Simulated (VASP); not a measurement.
Ta2N: single point with LDA

Ta2N:

```
CELL_PARAMETERS angstrom
3.06043 0.00000 0.00000
-1.53021 2.65041 0.00000
0.00000 0.00000 4.53586
ATOMIC_POSITIONS crystal
Ta 0.66667 0.33333 0.74669
Ta 0.33333 0.66667 0.25331
N 0.00000 0.00000 0.00000
```

```
Program             : VASP 6.6.1
Task                : single point
Functional          : LDA
Potentials or basis : VASP PAW LDA potentials, release 64 (Ta_sv_GW, N)
Cutoff              : 700 eV
k mesh              : 18 × 18 × 10
Occupations         : gaussian, width 0.15 eV
Spin                : no spin polarisation
```

The pressure is 21.1 GPa and the largest force is 0.027 eV/Å. The band gap on the k mesh is zero (an odd number of electrons rules out a gap without spin polarisation).

Forces in eV/Å, atoms in the order of the input:
```
Ta   0.000  0.000 -0.027
Ta   0.000  0.000  0.027
N    0.000  0.000  0.000
```

Stress tensor (GPa, compression positive):
```
16.14  0.00  0.00
 0.00 16.14  0.00
 0.00  0.00 30.92
```

Levels at points of the mesh, in eV from the Fermi level:
| k point | band 11 | band 12 | band 13 | band 14 | band 15 | band 16 | band 17 | band 18 | band 19 | band 20 |
| --- | --- | --- | --- | --- | --- | --- | --- | --- | --- | --- |
| (0.00, 0.00, 0.00) | -6.79 | -6.79 | -4.49 | -0.25 | -0.25 | -0.16 | -0.07 | -0.07 | 0.44 | 1.39 |
| (0.50, 0.00, 0.00) | -6.98 | -6.62 | -5.03 | -2.70 | -1.24 | 1.75 | 2.81 | 4.05 | 4.46 | 4.62 |
| (0.00, 0.00, 0.50) | -7.05 | -7.05 | -2.58 | -2.23 | -1.54 | -1.54 | 2.31 | 2.52 | 2.73 | 2.73 |
| (0.50, 0.00, 0.50) | -6.91 | -6.58 | -3.37 | -2.06 | -1.96 | 0.14 | 0.71 | 3.29 | 3.61 | 4.32 |

It took 6.2 min on 1 thread of Intel(R) Xeon(R) Platinum 8259CL CPU @ 2.50GHz (Skylake/Cascade Lake), with other jobs on the host, peak memory 0.49 GiB.

Caveat: the stress differs along the axes, from 16 to 31 GPa; spin-orbit coupling is left out, which moves the levels of the heavy elements.
